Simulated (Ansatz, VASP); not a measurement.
Two plane-wave programs on TePb3Se2

```xyz
6
Lattice="4.4270 0.0000 0.0000 -2.2135 3.8339 0.0000 0.0000 0.0000 10.8440" Properties=species:S:1:pos:R:3 pbc="T T T"
Te    0.0000    0.0000    0.0000
Pb    2.2135    1.2780    9.0366
Pb    0.0000    0.0000    5.4220
Pb    0.0000    2.5559    1.8073
Se    0.0000    2.5559    7.2293
Se    2.2135    1.2780    3.6147
```

Alike in both runs: task relaxation of cell and atoms; functional PBE; k mesh 6 × 6 × 2; occupations gaussian, width 0.1 eV; no spin polarisation.

|  | VASP | Ansatz |
| --- | --- | --- |
| version | VASP 6.6.1 | Ansatz 0.2.0 |
| potentials or method | VASP PAW PBE potentials, release 64 (Te, Pb_d, Se), cutoff 600 eV | scalar-relativistic, plane waves, PAW |
| valence electrons in the cell | 60 | 90 |

|  | VASP | Ansatz | Ansatz less VASP |
| --- | --- | --- | --- |
| gap on the k mesh at the Fermi level, each at its own relaxed structure (eV) | 0.57 | 0.58 | +0.008 |
| relaxed volume (Å³/atom) | 31.78 | 31.82 | +0.042 |
| relaxed length of the cell vector where the two differ most in proportion (Å) | 4.478 | 4.484 | +0.0057 |

VASP's potentials hold 60 valence electrons a cell and Ansatz's 90, so a difference there can come from the potentials and not from the codes.

Neither program's run includes spin-orbit coupling.
